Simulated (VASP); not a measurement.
# Eu (Im-3m) in VASP: single point with PBE

Aim: the single point of Eu with PBE.

All numbers are computed with VASP 6.6.1; they aren't measurements. Logs are shortened: lines on timing, memory, paths and dates and some standing lists are left out, and cuts for length are marked.

## 1. The cell of the first run

The structure is cubic, space group Im-3m (No. 229). Conventional cell: a = 4.385 Å, b = 4.385 Å, c = 4.385 Å, α = 90.00°, β = 90.00°, γ = 90.00°. Eu (site symmetry m-3m) has 14 Eu at 3.80 to 4.39 Å within 5.0 Å.

## 2. Single point, PBE, collinear spin, ferromagnetic start

The input, INCAR:

```
SYSTEM = Eu
PREC = Accurate
ENCUT = 520
EDIFF = 1E-6
ISMEAR = 0
SIGMA = 0.1
LREAL = .FALSE.
LASPH = .TRUE.
NELM = 150
ALGO = Fast
ISIF = 2
LWAVE = .FALSE.
LCHARG = .TRUE.
ISPIN = 2
MAGMOM = 7.71
LORBIT = 11
LMAXMIX = 6
GGA = PE
LELF = .TRUE.
LVHAR = .TRUE.
NBANDS = 18
```

The input, KPOINTS:

```
Automatic mesh
0
G
  14 14 14
  0 0 0
```

The input, POSCAR:

```
Eu
1.0
   -2.1925161644      2.1925161644      2.1925161644
    2.1925161644     -2.1925161644      2.1925161644
    2.1925161644      2.1925161644     -2.1925161644
Eu
1
Direct
    0.0000000000      0.0000000000      0.0000000000
```

Potentials or basis: VASP PAW PBE potentials, release 64 (Eu).

On the command line:

```sh
$ cat potpaw_PBE.64/Eu/POTCAR > POTCAR
$ mpirun -np 1 vasp_std > vasp.out
```

OUTCAR:

```text
SYSTEM = Eu
   PREC = Accurate
   ENCUT = 520
   EDIFF = 1E-6
   ISMEAR = 0
   LREAL = .FALSE.
   LASPH = .TRUE.
   NELM = 150
   ISIF = 2
   ISPIN = 2
   LORBIT = 11
   GGA = PE

 ion  position               nearest neighbor table
   1  0.000  0.000  0.000-

  LATTYP: Found a body centered cubic cell.
 ALAT       =     4.3850323288

  Lattice vectors:

 A1 = (  -2.1925161644,   2.1925161644,   2.1925161644)
 A2 = (   2.1925161644,  -2.1925161644,   2.1925161644)
 A3 = (   2.1925161644,   2.1925161644,  -2.1925161644)

Analysis of symmetry for initial positions (statically):
=====================================================================
 Subroutine PRICEL returns:
 Original cell was already a primitive cell.

 Routine SETGRP: Setting up the symmetry group for a
 body centered cubic supercell.

 Subroutine GETGRP returns: Found 48 space group operations
 (whereof 48 operations were pure point group operations)
 out of a pool of 48 trial point group operations.

The static configuration has the point symmetry O_h .

Analysis of symmetry for dynamics (positions and initial velocities):
=====================================================================
 Subroutine PRICEL returns:
 Original cell was already a primitive cell.

 Routine SETGRP: Setting up the symmetry group for a
 body centered cubic supercell.

 Subroutine GETGRP returns: Found 48 space group operations
 (whereof 48 operations were pure point group operations)
 out of a pool of 48 trial point group operations.

The dynamic configuration has the point symmetry O_h .

Analysis of structural, dynamic, and magnetic symmetry:
=====================================================================
 Subroutine PRICEL returns:
 Original cell was already a primitive cell.

 Routine SETGRP: Setting up the symmetry group for a
 body centered cubic supercell.

 Subroutine GETGRP returns: Found 48 space group operations
 (whereof 48 operations were pure point group operations)
 out of a pool of 48 trial point group operations.

The overall configuration has the point symmetry O_h .

 Subroutine INISYM returns: Found 48 space group operations
 (whereof 48 operations are pure point group operations),
 and found     1 'primitive' translations

----------------------------------------------------------------------------------------

                                     Primitive cell

  volume of cell :      42.1588

  direct lattice vectors                    reciprocal lattice vectors
    -2.192516164  2.192516164  2.192516164     0.000000000  0.228048490  0.228048490
     2.192516164 -2.192516164  2.192516164     0.228048490  0.000000000  0.228048490
     2.192516164  2.192516164 -2.192516164     0.228048490  0.228048490  0.000000000

  length of vectors
     3.797549393  3.797549393  3.797549393     0.322509267  0.322509267  0.322509267

  position of ions in fractional coordinates (direct lattice)
     0.000000000  0.000000000  0.000000000

  ion indices of the primitive-cell ions
   primitive index   ion index
                 1           1

----------------------------------------------------------------------------------------

 KPOINTS: Automatic mesh

Automatic generation of k-mesh.
 Grid dimensions read from file:
 generate k-points for:   14   14   14

 Generating k-lattice:

  Cartesian coordinates                     Fractional coordinates (reciprocal lattice)
     0.000000000  0.016289178  0.016289178     0.071428571  0.000000000  0.000000000
     0.016289178  0.000000000  0.016289178     0.000000000  0.071428571  0.000000000
     0.016289178  0.016289178  0.000000000     0.000000000  0.000000000  0.071428571

  Length of vectors
     0.023036376  0.023036376  0.023036376

  Shift w.r.t. Gamma in fractional coordinates (k-lattice)
     0.000000000  0.000000000  0.000000000

 Subroutine IBZKPT returns following result:
 ===========================================

 Found    104 irreducible k-points:

 Following reciprocal coordinates:
            Coordinates               Weight
  0.000000  0.000000  0.000000      1.000000
  0.071429  0.000000  0.000000     12.000000
  0.142857  0.000000  0.000000     12.000000
  0.214286  0.000000  0.000000     12.000000
  0.285714  0.000000  0.000000     12.000000
  0.357143  0.000000  0.000000     12.000000
[... 16 lines left out ...]
  0.285714  0.285714  0.000000     24.000000
  0.357143  0.285714  0.000000     24.000000
 [... further k-points ...]
   k-points           NKPTS =    104   k-points in BZ     NKDIM =    104   number of bands    NBANDS=     18
   number of dos      NEDOS =    301   number of ions     NIONS =      1
   total plane-waves  NPLWV =  21952
   dimension x,y,z NGX =    28 NGY =   28 NGZ =   28
   dimension x,y,z NGXF=    56 NGYF=   56 NGZF=   56
   ions per type =               1
   NGX,Y,Z   is equivalent  to a cutoff of  12.26, 12.26, 12.26 a.u.
   NGXF,Y,Z  is equivalent  to a cutoff of  24.52, 24.52, 24.52 a.u.
 SYSTEM =  Eu
   PREC   = accura    normal or accurate (medium, high low for compatibility)
   ISTART =      0    job   : 0-new  1-cont  2-samecut
   ICHARG =      2    charge: 1-file 2-atom 10-const
   ISPIN  =      2    spin polarized calculation?
   LNONCOLLINEAR =      F non collinear calculations
   LSORBIT =      F    spin-orbit coupling
   LASPH  =      T    aspherical Exc in radial PAW
   ENCUT  =  520.0 eV  38.22 Ry    6.18 a.u.   7.06  7.06  7.06*2*pi/ulx,y,z
   NELM   =    150;   NELMIN=  2; NELMDL= -5     # of ELM steps
   EDIFF  = 0.1E-05   stopping-criterion for ELM
   LREAL  =      F    real-space projection
   EDIFFG = 0.1E-04   stopping-criterion for IOM
   NSW    =      0    number of steps for IOM
   IBRION =     -1    ionic relax: 0-MD 1-quasi-New 2-CG
   NFREE  =      0    steps in history (QN), initial steepest desc. (CG)
   ISIF   =      2    stress and relaxation
   ISYM   =      2    0-nonsym 1-usesym 2-fastsym
   POTIM  = 0.5000    time-step for ionic-motion
   TEBEG  =    0.0;   TEEND  =   0.0 temperature during run
   PSTRESS=    0.0 pullay stress
   NELECT =      17.0000    total number of electrons
   NUPDOWN=      -1.0000    fix difference up-down
   EMIN   =  10.00;   EMAX   =-10.00  energy-range for DOS
   EFERMI =   0.00;   METHOD = LEGACY
   ISMEAR =     0;   SIGMA  =   0.10  broadening in eV -4-tet -1-fermi 0-gaus
   EFERMI_NEDOS =   21; number of points for ismear=-14 and -15
   IALGO  =     68    algorithm
   IMIX   =      4    mixing-type and parameters
     AMIX     =   0.40;   BMIX     =  1.00
     AMIX_MAG =   1.60;   BMIX_MAG =  1.00
  volume/ion in A,a.u.               =      42.16       284.50
  Fermi-wavevector in a.u.,A,eV,Ry     =   1.209470  2.285566 19.902834  1.462817
  Thomas-Fermi vector in A             =   2.345046
   LORBIT       =     11    0 simple, 1 ext, 2 COOP (PROOUT), +10 PAW based schemes
   GGA     = PE    functional components
   LHFCALC =     F    Hartree Fock is set to
   AEXX    =    0.0000 exact exchange contribution
   IVDW    =     0    specifies the selected vdW correction
   LEPSILON=     F    determine dielectric tensor
   LRPA    =     F    only Hartree local field effects (RPA)
 spin polarized calculation
 RMM-DIIS sequential band-by-band and
 Gauss-broadening in eV      SIGMA  =   0.10
  energy-cutoff  :      520.00
  volume of cell :       42.16
 maximum number of plane-waves:      1157
   NGX = 15   NGY = 15   NGZ = 15

 number of electron      16.9999992 magnetization       7.2462175

 Free energy of the ion-electron system (eV)
  ---------------------------------------------------
  ext. energy  EPLUGINS =         0.00000000
  ---------------------------------------------------
  free energy    TOTEN  =       -11.44118160 eV

  energy without entropy =      -11.43410150  energy(sigma->0) =      -11.43764155

 E-fermi :   2.1049     XC(G=0):  -8.8207

 val. band max:        2.1041210784   @ k =   0.2857   0.2857   0.0000
 cond. band min:       2.1092766869   @ k =   0.5000   0.5000   0.2857
 fundamental gap:      0.0051556085
 Fermi energy:         2.1049103549

 spin component 1

 k-point     1 :       0.0000    0.0000    0.0000
  band No.  band energies     occupation
      1     -39.5411      1.00000
      2     -18.0971      1.00000
      3     -18.0971      1.00000
      4     -18.0971      1.00000
      5      -2.2601      1.00000
      6       1.5806      1.00000
[... 10 lines left out ...]
     17       5.6416      0.00000
     18      11.5784      0.00000

 k-point     2 :       0.0714    0.0000    0.0000
  band No.  band energies     occupation
      1     -39.5394      1.00000
      2     -18.1201      1.00000
      3     -18.1043      1.00000
      4     -18.0971      1.00000
      5      -2.1419      1.00000
      6       1.5793      1.00000
[... 10 lines left out ...]
     17       5.6470      0.00000
     18      11.7099      0.00000

 k-point     3 :       0.1429    0.0000    0.0000
  band No.  band energies     occupation
      1     -39.5346      1.00000
      2     -18.1838      1.00000
      3     -18.1246      1.00000
      4     -18.0974      1.00000
      5      -1.8009      1.00000
      6       1.5761      1.00000
[... 10 lines left out ...]
     17       5.6793      0.00000
     18      12.3936      0.00000

 k-point     4 :       0.2143    0.0000    0.0000
  band No.  band energies     occupation
      1     -39.5277      1.00000
      2     -18.2740      1.00000
      3     -18.1537      1.00000
      4     -18.0977      1.00000
      5      -1.2801      1.00000
      6       1.5733      1.00000
[... 375 lines left out ...]
      4     -18.1436      1.00000
      5       1.0296      1.00000
      6       1.5734      1.00000
[... 10 lines left out ...]
     17       8.1485      0.00000
     18       8.6083      0.00000

 k-point    23 :       0.2857    0.2857    0.0000
  band No.  band energies     occupation
      1     -39.5036      1.00000
      2     -18.4503      1.00000
      3     -18.3329      1.00000
      4     -18.1493      1.00000
      5       1.1990      1.00000
      6       1.5690      1.00000
[... 10 lines left out ...]
     17       7.9960      0.00000
     18       9.3595      0.00000

 k-point    24 :       0.3571    0.2857    0.0000
  band No.  band energies     occupation
      1     -39.5025      1.00000
      2     -18.4332      1.00000
      3     -18.3658      1.00000
      4     -18.1517      1.00000
      5       1.3454      1.00000
      6       1.5785      1.00000
[... 10 lines left out ...]
     17       7.5200      0.00000
     18       9.2541      0.00000

 [... further k-points ...]

 spin component 2

 k-point     1 :       0.0000    0.0000    0.0000
  band No.  band energies     occupation
      1     -36.4220      1.00000
      2     -15.7759      1.00000
      3     -15.7759      1.00000
      4     -15.7759      1.00000
      5      -1.5317      1.00000
      6       4.9006      0.00000
[... 10 lines left out ...]
     17       6.7374      0.00000
     18      12.6102      0.00000

 k-point     2 :       0.0714    0.0000    0.0000
  band No.  band energies     occupation
      1     -36.4197      1.00000
      2     -15.8053      1.00000
      3     -15.7849      1.00000
      4     -15.7760      1.00000
      5      -1.4078      1.00000
      6       4.7742      0.00000
[... 10 lines left out ...]
     17       6.8261      0.00000
     18      12.7889      0.00000

 k-point     3 :       0.1429    0.0000    0.0000
  band No.  band energies     occupation
      1     -36.4135      1.00000
      2     -15.8866      1.00000
      3     -15.8100      1.00000
      4     -15.7765      1.00000
      5      -1.0518      1.00000
      6       4.4824      0.00000
[... 10 lines left out ...]
     17       6.9757      0.00000
     18      12.9963      0.00000

 k-point     4 :       0.2143    0.0000    0.0000
  band No.  band energies     occupation
      1     -36.4045      1.00000
      2     -16.0010      1.00000
      3     -15.8459      1.00000
      4     -15.7772      1.00000
      5      -0.5130      1.00000
      6       4.0568      0.00000
[... 375 lines left out ...]
      4     -15.8348      1.00000
      5       1.8726      0.99949
      6       3.1188      0.00000
[... 10 lines left out ...]
     17       9.4243      0.00000
     18       9.8955      0.00000

 k-point    23 :       0.2857    0.2857    0.0000
  band No.  band energies     occupation
      1     -36.3729      1.00000
      2     -16.2206      1.00000
      3     -16.0726      1.00000
      4     -15.8416      1.00000
      5       2.1041      0.50445
      6       2.9103      0.00000
[... 10 lines left out ...]
     17       9.2589      0.00000
     18      10.0302      0.00000

 k-point    24 :       0.3571    0.2857    0.0000
  band No.  band energies     occupation
      1     -36.3715      1.00000
      2     -16.1991      1.00000
      3     -16.1140      1.00000
      4     -15.8445      1.00000
      5       2.3352      0.00056
      6       3.0093      0.00000
[... 10 lines left out ...]
     17       8.9557      0.00000
     18      10.6936      0.00000

 [... further k-points ...]

------------------------ aborting loop because EDIFF is reached ----------------------------------------

  FORCE on cell =-STRESS in cart. coord.  units (eV):
  Direction    XX          YY          ZZ          XY          YZ          ZX
  --------------------------------------------------------------------------------------
  -------------------------------------------------------------------------------------
  Total       -0.1039754     -0.1039754     -0.1039754     -0.0000000     -0.0000000     -0.0000000
  in kB       -3.9514171     -3.9514171     -3.9514171     -0.0000000     -0.0000000     -0.0000000
  external PRESSURE =      -3.9514171 kB  Pullay stress =       0.0000000 kB

 VOLUME and BASIS-vectors are now :
 -----------------------------------------------------------------------------
  energy-cutoff  :      520.00
  volume of cell :       42.16
      direct lattice vectors                 reciprocal lattice vectors
    -2.192516164  2.192516164  2.192516164     0.000000000  0.228048490  0.228048490
     2.192516164 -2.192516164  2.192516164     0.228048490  0.000000000  0.228048490
     2.192516164  2.192516164 -2.192516164     0.228048490  0.228048490  0.000000000

 POSITION                                       TOTAL-FORCE (eV/Angst)
 -----------------------------------------------------------------------------------
      0.00000      0.00000      0.00000         0.000000      0.000000      0.000000
 -----------------------------------------------------------------------------------
    total drift:                                0.000000      0.000000     -0.000000

  FREE ENERGIE OF THE ION-ELECTRON SYSTEM (eV)
  ---------------------------------------------------
  free  energy   TOTEN  =       -11.4411815992 eV

  energy  without entropy=      -11.4341014962  energy(sigma->0) =      -11.43764155

 total charge

# of ion       s       p       d       f       tot
--------------------------------------------------
    1        2.085   5.711   0.291   6.645  14.732

 magnetization (x)

# of ion       s       p       d       f       tot
--------------------------------------------------
    1       -0.004  -0.096   0.121   6.642   6.663
```

It took 7.5 min on 1 thread of AMD EPYC 7R43 (Zen 3), shared host; peak memory 0.24 GiB.

Results:

* Free energy: -11.4412 eV
* Pressure: -0.4 GPa
* Net moment: 7.25 μB per cell
* Site moments: Eu +6.66 μB
* Valence electrons inside the program's atomic spheres: Eu 14.73

Caveat: spin-orbit coupling is left out, which moves the levels of the heavy elements; semilocal functionals describe open f shells poorly, which spoils levels, moments and volumes. The state reached can hang on the start; a lower one may exist.
